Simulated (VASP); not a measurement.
**Ir: single point with PBE**

Ir:

```
Ir
1.0
     0.00000    1.93727    1.93727
     1.93727    0.00000    1.93727
     1.93727    1.93727    0.00000
Ir
1
Direct
  0.00000 0.00000 0.00000
```

| Item | Value |
| --- | --- |
| Program | VASP 6.6.1 |
| Task | single point |
| Functional | PBE |
| Potentials or basis | VASP PAW PBE potentials, release 64 (Ir) |
| Cutoff | 520 eV |
| k mesh | 18 × 18 × 18 |
| Occupations | gaussian, width 0.1 eV |
| Spin | no spin polarisation |
| Dipole correction | no |
| Further INCAR settings | ALGO = Normal; EDIFF = 1e-06; NBANDS = 10 |

| Item | Value |
| --- | --- |
| Pressure | -0.6 GPa |

Levels at points of the mesh, in eV from the Fermi level:
```
           k point  band 1  band 2  band 3  band 4  band 5  band 6  band 7  band 8
(0.00, 0.00, 0.00)  -10.86   -3.76   -3.76   -3.76   -1.18   -1.18   14.35   19.77
(0.50, 0.00, 0.00)   -7.84   -3.85   -3.85   -0.72    0.82    0.82    6.96   13.88
(0.50, 0.50, 0.00)   -7.63   -7.07    0.79    1.37    1.37    1.67   10.11   11.55
```

Run time: 24 s on 1 thread of AMD EPYC 7R43 64-Core Processor (Zen 3) (shared host), peak memory 0.11 GiB.

Caveat: spin-orbit coupling is left out, which moves the levels of the heavy elements.
